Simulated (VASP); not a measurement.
Write the native input for VASP 6.6.1 that does the following.

- Task: single point
- Functional: PBEsol
- Dispersion: D4
- Potentials or basis: VASP PAW PBE potentials, release 64 (P)
- Cutoff: 500 eV
- k mesh: 20 × 20 × 20
- Occupations: gaussian, width 0.1 eV
- Spin: no spin polarisation
- Dipole correction: no
- Further INCAR settings: ALGO = Normal; EDIFF = 1e-06; NBANDS = 8

The structure of P lies in POSCAR:

```
P
1.0
    1.9032761810      0.0000000000      0.0000000000
    0.0000000000      1.9032761810      0.0000000000
    0.0000000000      0.0000000000      1.9032761810
P
1
Direct
    0.0000000000      0.0000000000      0.0000000000
```

This isn't the form of P at room conditions, which is orthorhombic.

The input as run:

INCAR

```
ALGO = Normal
EDIFF = 1E-6
ENCUT = 500
GGA = PS
GGA_COMPAT = F
ISIF = 2
ISMEAR = 0
IVDW = 13
LASPH = T
LCHARG = F
LREAL = F
LWAVE = F
NBANDS = 8
NELM = 120
PREC = Accurate
SIGMA = 0.1
```

KPOINTS

```
k-points
0
Gamma
  20 20 20
```

Potentials or basis: VASP PAW PBE potentials, release 64 (P).

Launch:

```bash
$ cat potpaw_PBE.64/P/POTCAR > POTCAR
$ mpirun -np 1 vasp_std > vasp.out
```

It gave:

The pressure is 398.4 GPa. The band gap on the k mesh is zero (an odd number of electrons rules out a gap without spin polarisation) and the dispersion energy per atom is -0.544 eV.

Caveat: the cell stands under pressure; the PAW data sets were made with another functional, which shifts forces and pressure a little.

Wall time 13 s on 1 thread of Intel Xeon 8259CL, with other jobs on the host, peak memory 0.11 GiB.
